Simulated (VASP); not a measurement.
# MgS (F-43m) in VASP: a series of runs

The runs below take MgS through single point, with PBEsol.

Everything below comes from runs of VASP 6.6.1. Logs are shortened: lines on timing, memory, paths and dates and some standing lists are left out, and cuts for length are marked.

## 1. The cell of the first run

The structure is cubic, space group F-43m (No. 216). Conventional cell: a = 5.652 Å, b = 5.652 Å, c = 5.652 Å, α = 90.00°, β = 90.00°, γ = 90.00°. Within 3.2 Å of Mg (site symmetry -43m) lie 4 S at 2.45 Å. Within 3.2 Å of S (site symmetry -43m) lie 4 Mg at 2.45 Å.

## 2. Single point, PBEsol

File INCAR:

```
PREC     = Accurate       # precision mode
ENCUT    = 600            # plane-wave cutoff, eV
EDIFF    = 1E-6           # SCF threshold, eV
ISMEAR   = 0              # smearing method
SIGMA    = 0.1            # smearing width, eV
LREAL    = False          # projectors in reciprocal space
LASPH    = True           # aspherical terms in the spheres
NELM     = 120            # most SCF steps
ALGO     = Normal         # electronic algorithm
ISIF     = 2              # what is computed and relaxed
LWAVE    = False          # write WAVECAR
LCHARG   = True           # write CHGCAR
GGA      = PS             # functional
LELF     = True           # ELF
LVHAR    = True         
NBANDS   = 16             # bands
GGA_COMPAT= False
```

File KPOINTS:

```
Automatic mesh
0
Gamma
  4 4 4
```

File POSCAR:

```
MgS
1.0
    3.9962472029      0.0000000000      0.0000000000
    0.0000000000      5.6515469669      0.0000000000
    0.0000000000      0.0000000000      3.9962472029
Mg S
2 2
Direct
    0.0000000000      0.0000000000      0.0000000000
    0.5000000000      0.5000000000      0.4999970000
    0.5000000000      0.2500000000      0.0000000000
    0.0000000000      0.7500000000      0.4999970000
```

Potentials or basis: VASP PAW PBE potentials, release 64 (Mg, S).

Command:

```bash
> cat potpaw_PBE.64/Mg/POTCAR potpaw_PBE.64/S/POTCAR > POTCAR
> mpirun -np 1 vasp_std > vasp.out
```

OUTCAR:

```text
PREC = Accurate
   ENCUT = 600
   EDIFF = 1E-6
   ISMEAR = 0
   LREAL = False
   LASPH = True
   NELM = 120
   ISIF = 2
   GGA = PS

 ion  position               nearest neighbor table
   1  0.000  0.000  0.000-   4 2.45   3 2.45   3 2.45   4 2.45
   2  0.500  0.500  0.500-   3 2.45   4 2.45   4 2.45   3 2.45
   3  0.500  0.250  0.000-   2 2.45   1 2.45   1 2.45   2 2.45
   4  0.000  0.750  0.500-   1 2.45   2 2.45   2 2.45   1 2.45

  LATTYP: Found a simple tetragonal cell.
 ALAT       =     3.9962472029
 C/A-ratio  =     1.4142135559

  Lattice vectors:

 A1 = (  -3.9962472029,   0.0000000000,   0.0000000000)
 A2 = (   0.0000000000,   0.0000000000,   3.9962472029)
 A3 = (   0.0000000000,   5.6515469669,   0.0000000000)

Analysis of symmetry for initial positions (statically):
=====================================================================
 Subroutine PRICEL returns following result:

  LATTYP: Found a face centered cubic cell.
 ALAT       =     5.6515554573

  Lattice vectors:

 A1 = (  -1.9981236015,   2.8257734834,   1.9981355902)
 A2 = (  -0.0000000000,   0.0000000000,   3.9962472029)
 A3 = (   1.9981236014,   2.8257734835,   1.9981116127)

   2 primitive cells build up your supercell.

 Routine SETGRP: Setting up the symmetry group for a
 simple tetragonal supercell.

 Subroutine GETGRP returns: Found  8 space group operations
 (whereof  8 operations were pure point group operations)
 out of a pool of 16 trial point group operations.

The static configuration has the point symmetry D_2d.

Analysis of symmetry for dynamics (positions and initial velocities):
=====================================================================
 Subroutine PRICEL returns following result:

  LATTYP: Found a face centered cubic cell.
 ALAT       =     5.6515554573

  Lattice vectors:

 A1 = (  -1.9981236015,   2.8257734834,   1.9981355902)
 A2 = (  -0.0000000000,   0.0000000000,   3.9962472029)
 A3 = (   1.9981236014,   2.8257734835,   1.9981116127)

   2 primitive cells build up your supercell.

 Routine SETGRP: Setting up the symmetry group for a
 simple tetragonal supercell.

 Subroutine GETGRP returns: Found  8 space group operations
 (whereof  8 operations were pure point group operations)
 out of a pool of 16 trial point group operations.

The dynamic configuration has the point symmetry D_2d.

 Subroutine INISYM returns: Found  8 space group operations
 (whereof  8 operations are pure point group operations),
 and found     2 'primitive' translations

----------------------------------------------------------------------------------------

                                     Primitive cell

  volume of cell :      45.1276

  direct lattice vectors                    reciprocal lattice vectors
    -1.998123601  2.825773483  1.998135590    -0.250234770  0.176942704 -0.000000000
    -0.000000000  0.000000000  3.996247203     0.000001501 -0.176942704  0.250234770
     1.998123601  2.825773483  1.998111613     0.250234770  0.176942704  0.000000000

  length of vectors
     3.996253188  3.996247203  3.996241199     0.306473752  0.306473752  0.306473752

  position of ions in fractional coordinates (direct lattice)
     0.000000000  0.000000000  0.000000000
     0.750000000  0.749997000  0.750000000

  ion indices of the primitive-cell ions
   primitive index   ion index
                 1           1
                 2           4

----------------------------------------------------------------------------------------

 KPOINTS: Automatic mesh

Automatic generation of k-mesh.
 Grid dimensions read from file:
 generate k-points for:    4    4    4

 Generating k-lattice:

  Cartesian coordinates                     Fractional coordinates (reciprocal lattice)
     0.062558693  0.000000000  0.000000000     0.250000000  0.000000000  0.000000000
     0.000000000  0.044235676  0.000000000     0.000000000  0.250000000  0.000000000
     0.000000000  0.000000000  0.062558693     0.000000000  0.000000000  0.250000000

  Length of vectors
     0.062558693  0.044235676  0.062558693

  Shift w.r.t. Gamma in fractional coordinates (k-lattice)
     0.000000000  0.000000000  0.000000000

 Subroutine IBZKPT returns following result:
 ===========================================

 Found     18 irreducible k-points:

 Following reciprocal coordinates:
            Coordinates               Weight
  0.000000  0.000000  0.000000      1.000000
  0.250000  0.000000  0.000000      4.000000
  0.500000  0.000000  0.000000      2.000000
  0.000000  0.250000  0.000000      2.000000
  0.250000  0.250000  0.000000      8.000000
  0.500000  0.250000  0.000000      4.000000
[... 10 lines left out ...]
  0.500000  0.250000  0.500000      2.000000
  0.500000  0.500000  0.500000      1.000000
   k-points           NKPTS =     18   k-points in BZ     NKDIM =     18   number of bands    NBANDS=     16
   number of dos      NEDOS =    301   number of ions     NIONS =      4
[... 71 lines left out ...]

 k-point     1 :       0.0000    0.0000    0.0000
  band No.  band energies     occupation
      1     -10.2475      2.00000
      2      -9.3188      2.00000
      3      -1.8296      2.00000
      4      -0.0163      2.00000
      5      -0.0163      2.00000
      6       1.0391      2.00000
[... 8 lines left out ...]
     15      11.8321      0.00000
     16      11.8323      0.00000

 k-point     2 :       0.2500    0.0000    0.0000
  band No.  band energies     occupation
      1     -10.0201      2.00000
      2      -9.3322      2.00000
      3      -1.4909      2.00000
      4      -0.8916      2.00000
      5      -0.2961      2.00000
      6       0.2087      2.00000
[... 8 lines left out ...]
     15      10.4297      0.00000
     16      10.5568      0.00000

 k-point     3 :       0.5000    0.0000    0.0000
  band No.  band energies     occupation
      1      -9.5645      2.00000
      2      -9.5645      2.00000
      3      -1.4410      2.00000
      4      -1.4410      2.00000
      5      -0.3930      2.00000
      6      -0.3930      2.00000
[... 8 lines left out ...]
     15       9.6794      0.00000
     16       9.6794      0.00000

 k-point     4 :       0.0000    0.2500    0.0000
  band No.  band energies     occupation
      1     -10.1280      2.00000
      2      -9.4747      2.00000
      3      -1.5392      2.00000
      4       0.1141      2.00000
      5       0.1141      2.00000
      6       0.3354      2.00000
[... 8 lines left out ...]
     15      10.3560      0.00000
     16      10.8865      0.00000

 k-point     5 :       0.2500    0.2500    0.0000
  band No.  band energies     occupation
      1      -9.9251      2.00000
      2      -9.4388      2.00000
      3      -1.6663      2.00000
      4      -0.8624      2.00000
      5      -0.3126      2.00000
      6       0.3128      2.00000
[... 8 lines left out ...]
     15       9.4774      0.00000
     16      10.2729      0.00000

 k-point     6 :       0.5000    0.2500    0.0000
  band No.  band energies     occupation
      1      -9.5549      2.00000
      2      -9.5549      2.00000
      3      -1.8891      2.00000
      4      -1.8891      2.00000
      5       0.2307      2.00000
      6       0.2307      2.00000
[... 8 lines left out ...]
     15       9.6865      0.00000
     16       9.6865      0.00000
[... 153 lines left out ...]
 k-point    15 :       0.5000    0.5000    0.2500
  band No.  band energies     occupation
      1      -9.4315      2.00000
      2      -9.4315      2.00000
      3      -1.8018      2.00000
      4      -1.8018      2.00000
      5      -0.2895      2.00000
      6      -0.2895      2.00000
[... 8 lines left out ...]
     15       9.8120      0.00000
     16       9.8120      0.00000

 k-point    16 :       0.5000    0.0000    0.5000
  band No.  band energies     occupation
      1      -9.3189      2.00000
      2      -9.3189      2.00000
      3      -1.8290      2.00000
      4      -1.8290      2.00000
      5      -0.0169      2.00000
      6      -0.0169      2.00000
[... 8 lines left out ...]
     15      13.2421      0.00000
     16      13.2427      0.00000

 k-point    17 :       0.5000    0.2500    0.5000
  band No.  band energies     occupation
      1      -9.3142      2.00000
      2      -9.3142      2.00000
      3      -1.6456      2.00000
      4      -1.6456      2.00000
      5      -0.3546      2.00000
      6      -0.3546      2.00000
[... 8 lines left out ...]
     15      11.1370      0.00000
     16      11.1370      0.00000

 k-point    18 :       0.5000    0.5000    0.5000
  band No.  band energies     occupation
      1      -9.3096      2.00000
      2      -9.3096      2.00000
      3      -1.2933      2.00000
      4      -1.2933      2.00000
      5      -0.8474      2.00000
      6      -0.8474      2.00000
[... 8 lines left out ...]
     15       9.4783      0.00000
     16       9.4783      0.00000

------------------------ aborting loop because EDIFF is reached ----------------------------------------

  FORCE on cell =-STRESS in cart. coord.  units (eV):
  Direction    XX          YY          ZZ          XY          YZ          ZX
  --------------------------------------------------------------------------------------
  -------------------------------------------------------------------------------------
  Total        0.0120159     -0.0709538      0.0120159      0.0000000      0.0000000      0.0000000
  in kB        0.2133019     -1.2595458      0.2133019      0.0000000      0.0000000      0.0000000
  external PRESSURE =      -0.2776474 kB  Pullay stress =       0.0000000 kB

 VOLUME and BASIS-vectors are now :
 -----------------------------------------------------------------------------
  energy-cutoff  :      600.00
  volume of cell :       90.26
      direct lattice vectors                 reciprocal lattice vectors
     3.996247203  0.000000000  0.000000000     0.250234770  0.000000000  0.000000000
     0.000000000  5.651546967  0.000000000     0.000000000  0.176942704  0.000000000
     0.000000000  0.000000000  3.996247203     0.000000000  0.000000000  0.250234770

 POSITION                                       TOTAL-FORCE (eV/Angst)
 -----------------------------------------------------------------------------------
      0.00000      0.00000      0.00000         0.000000     -0.000000      0.000000
      1.99812      2.82577      1.99811         0.000000      0.000000      0.000000
      1.99812      1.41289      0.00000        -0.000000      0.000000     -0.000000
      0.00000      4.23866      1.99811        -0.000000      0.000000     -0.000000
 -----------------------------------------------------------------------------------
    total drift:                                0.000000      0.000000      0.006770

  FREE ENERGIE OF THE ION-ELECTRON SYSTEM (eV)
  ---------------------------------------------------
  free  energy   TOTEN  =       -17.8254302182 eV

  energy  without entropy=      -17.8254302182  energy(sigma->0) =      -17.82543022
```

It took 10 s on 1 thread of Intel Xeon 6975P-C (Granite Rapids), shared host; peak memory 0.22 GiB.

Results:

* Free energy: -17.8254 eV
* Pressure: 0.0 GPa
* Band gap on the k mesh: 3.32 eV

Levels at points of the mesh, in eV from the valence-band top:
```tsv
k point	band 5	band 6	band 7	band 8	band 9	band 10	band 11	band 12
(0.00, 0.00, 0.00)	-1.06	0.00	0.00	0.00	3.32	3.70	5.55	7.88
(0.50, 0.00, 0.00)	-1.43	-1.43	-0.35	-0.35	6.27	6.27	6.71	6.71
(0.00, 0.50, 0.00)	-0.58	-0.58	-0.58	-0.58	5.03	5.03	6.44	6.44
(0.50, 0.50, 0.00)	-0.33	-0.33	-0.33	-0.33	5.01	5.01	7.55	7.55
(0.50, 0.00, 0.50)	-1.06	-1.06	-1.06	-1.06	3.70	3.70	5.55	5.55
(0.50, 0.50, 0.50)	-1.89	-1.89	-1.37	-1.37	5.39	5.39	7.91	7.91
```

Caveat: the PAW data sets were made with another functional, which shifts forces and pressure a little.

## 3. Single point, PBEsol

File INCAR:

```
SYSTEM = MgS
ALGO = Normal
EDIFF = 1E-6
ENCUT = 600
GGA = PS
GGA_COMPAT = .False.
ISIF = 2
ISMEAR = 0
LASPH = .True.
LCHARG = .False.
LREAL = .False.
LWAVE = .False.
NBANDS = 16
NELM = 120
PREC = Accurate
SIGMA = 0.02
```

File KPOINTS:

```
k-points
0
Gamma
  6 4 6
  0 0 0
```

File POSCAR:

```
MgS
1.0
    3.9962472029      0.0000000000      0.0000000000
    0.0000000000      5.6515469669      0.0000000000
    0.0000000000      0.0000000000      3.9962472029
Mg S
2 2
Direct
    0.0000000000      0.0000000000      0.0000000000
    0.5000000000      0.5000000000      0.5000000000
    0.5000000000      0.2500000000      0.0000000000
    0.0000000000      0.7500000000      0.5000000000
```

Potentials or basis: VASP PAW PBE potentials, release 64 (Mg, S).

Command:

```bash
> cat potpaw_PBE.64/Mg/POTCAR potpaw_PBE.64/S/POTCAR > POTCAR
> mpirun -np 1 vasp_std > vasp.out
```

Wall time 15 s (1 thread of Intel Xeon 6975P-C (Granite Rapids), shared host); peak memory 0.23 GiB.

It converged, with:

```
Free energy            : -17.8358 eV
Pressure               : -0.1 GPa
Band gap on the k mesh : 3.32 eV
```

Levels at points of the mesh, in eV from the valence-band top:
```tsv
k point	band 5	band 6	band 7	band 8	band 9	band 10	band 11	band 12
(0.00, 0.00, 0.00)	-1.06	0.00	0.00	0.00	3.32	3.71	5.55	7.89
(0.50, 0.00, 0.00)	-1.43	-1.43	-0.35	-0.35	6.28	6.28	6.71	6.71
(0.00, 0.50, 0.00)	-0.58	-0.58	-0.58	-0.58	5.03	5.03	6.45	6.45
(0.50, 0.50, 0.00)	-0.33	-0.33	-0.33	-0.33	5.01	5.01	7.55	7.55
(0.50, 0.00, 0.50)	-1.06	-1.06	-1.06	-1.06	3.71	3.71	5.55	5.55
(0.50, 0.50, 0.50)	-1.89	-1.89	-1.37	-1.37	5.39	5.39	7.92	7.92
```

Caveat: the PAW data sets were made with another functional, which shifts forces and pressure a little.

## 4. Single point, PBEsol

File INCAR:

```
  ALGO = Normal
  EDIFF = 1E-6
  ENCUT = 600
  GGA = PS
  GGA_COMPAT = False
  ISIF = 2
  ISMEAR = 0
  LASPH = True
  LCHARG = True
  LELF = True
  LREAL = False
  LVHAR = True
  LWAVE = False
  NBANDS = 16
  NELM = 120
  PREC = Accurate
  SIGMA = 0.02
```

File KPOINTS:

```
k-points
0
Gamma
  6 4 6
```

POSCAR is that of step 3.

Command:

```bash
> cat potpaw_PBE.64/Mg/POTCAR potpaw_PBE.64/S/POTCAR > POTCAR
> mpirun -np 1 vasp_std > vasp.out
```

Run time: 16 s. Hardware: 1 thread of Intel Xeon 6975P-C (Granite Rapids), shared host; peak memory 0.23 GiB.

It converged, with:

```yaml
Free_energy: -17.8358 eV
Pressure: -0.1 GPa
Band_gap_on_the_k_mesh: 3.32 eV
```

Levels at points of the mesh, in eV from the valence-band top:
| k point | band 5 | band 6 | band 7 | band 8 | band 9 | band 10 | band 11 | band 12 |
| --- | --- | --- | --- | --- | --- | --- | --- | --- |
| (0.00, 0.00, 0.00) | -1.06 | 0.00 | 0.00 | 0.00 | 3.32 | 3.71 | 5.55 | 7.89 |
| (0.50, 0.00, 0.00) | -1.43 | -1.43 | -0.35 | -0.35 | 6.28 | 6.28 | 6.71 | 6.71 |
| (0.00, 0.50, 0.00) | -0.58 | -0.58 | -0.58 | -0.58 | 5.03 | 5.03 | 6.45 | 6.45 |
| (0.50, 0.50, 0.00) | -0.33 | -0.33 | -0.33 | -0.33 | 5.01 | 5.01 | 7.55 | 7.55 |
| (0.50, 0.00, 0.50) | -1.06 | -1.06 | -1.06 | -1.06 | 3.71 | 3.71 | 5.55 | 5.55 |
| (0.50, 0.50, 0.50) | -1.89 | -1.89 | -1.37 | -1.37 | 5.39 | 5.39 | 7.92 | 7.92 |

Caveat: the PAW data sets were made with another functional, which shifts forces and pressure a little. A k mesh can miss the band edges.

## 5. Single point, PBEsol

File INCAR:

```
PREC = Accurate
ENCUT = 600
EDIFF = 1E-6
ISMEAR = 0
SIGMA = 0.02
LREAL = False
LASPH = True
NELM = 120
ALGO = Normal
ISIF = 2
LWAVE = False
LCHARG = True
GGA = PS
LELF = True
LVHAR = True
NBANDS = 16
GGA_COMPAT = False
```

File KPOINTS:

```
Automatic mesh
0
Gamma
  6 4 6
```

File POSCAR:

```
MgS
1.0
    3.9962472029      0.0000000000      0.0000000000
    0.0000000000      5.6515469669      0.0000000000
    0.0000000000      0.0000000000      3.9962472029
Mg S
2 2
Direct
    0.0000000000      0.0000000000      0.0000000000
    0.5000000000      0.5000000000      0.4999970000
    0.5000000000      0.2500000000      0.0000000000
    0.0000000000      0.7500000000      0.4999970000
```

Command:

```bash
> cat potpaw_PBE.64/Mg/POTCAR potpaw_PBE.64/S/POTCAR > POTCAR
> mpirun -np 1 vasp_std > vasp.out
```

Run time: 15 s. Hardware: 1 thread of Intel Xeon 6975P-C (Granite Rapids), shared host; peak memory 0.23 GiB.

It converged, with:

| Quantity | Value |
| --- | --- |
| Free energy | -17.8358 eV |
| Pressure | -0.1 GPa |
| Band gap on the k mesh | 3.32 eV |

Levels at points of the mesh, in eV from the valence-band top:
| k point | band 5 | band 6 | band 7 | band 8 | band 9 | band 10 | band 11 | band 12 |
| --- | --- | --- | --- | --- | --- | --- | --- | --- |
| (0.00, 0.00, 0.00) | -1.06 | 0.00 | 0.00 | 0.00 | 3.32 | 3.71 | 5.55 | 7.89 |
| (0.50, 0.00, 0.00) | -1.43 | -1.43 | -0.35 | -0.35 | 6.28 | 6.28 | 6.71 | 6.71 |
| (0.00, 0.50, 0.00) | -0.58 | -0.58 | -0.58 | -0.58 | 5.03 | 5.03 | 6.45 | 6.45 |
| (0.50, 0.50, 0.00) | -0.33 | -0.33 | -0.33 | -0.33 | 5.01 | 5.01 | 7.55 | 7.55 |
| (0.50, 0.00, 0.50) | -1.06 | -1.06 | -1.06 | -1.06 | 3.71 | 3.71 | 5.55 | 5.55 |
| (0.50, 0.50, 0.50) | -1.89 | -1.89 | -1.37 | -1.37 | 5.39 | 5.39 | 7.92 | 7.92 |

Caveat: the PAW data sets were made with another functional, which shifts forces and pressure a little. A k mesh can miss the band edges.
